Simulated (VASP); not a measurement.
Here is a VASP 6.6.1 calculation.

The input INCAR:

```
SYSTEM = SiC
PREC     = Accurate       ! precision mode
ENCUT    = 520            ! plane-wave cutoff, eV
EDIFF    = 1E-6           ! SCF threshold, eV
ISMEAR   = 0              ! smearing method
SIGMA    = 0.05           ! smearing width, eV
LREAL    = .FALSE.        ! projectors in reciprocal space
LASPH    = .TRUE.         ! aspherical terms in the spheres
NELM     = 100            ! most SCF steps
ALGO     = Normal         ! electronic algorithm
ISIF     = 2              ! what is computed and relaxed
LWAVE    = .FALSE.        ! write WAVECAR
LCHARG   = .FALSE.        ! write CHGCAR
GGA      = PS             ! functional
NBANDS   = 11             ! bands
```

KPOINTS

```
regular mesh
0
G
  10 10 10
  0 0 0
```

POSCAR

```
SiC
1.0
    0.0000000000      2.2070738846      2.2070738846
    2.2070738846      0.0000000000      2.2070738846
    2.2070738846      2.2070738846      0.0000000000
Si C
1 1
Direct
    0.0000000000      0.0000000000      0.0000000000
    0.7500000000      0.7500000000      0.7500000000
```

Potentials or basis: VASP PAW PBE potentials, release 64 (Si, C).

The run is started by

```bash
$ cat potpaw_PBE.64/Si/POTCAR potpaw_PBE.64/C/POTCAR > POTCAR
$ mpirun -np 1 vasp_std > vasp.out
```

(1) Predict the pressure.

(2) What does it give for the band gap on the k mesh?

## Answers

(1) -7.7 GPa.

(2) 1.27 eV, indirect (least direct gap 4.40 eV).

Caveat: the PAW data sets were made with another functional, which shifts forces and pressure a little.
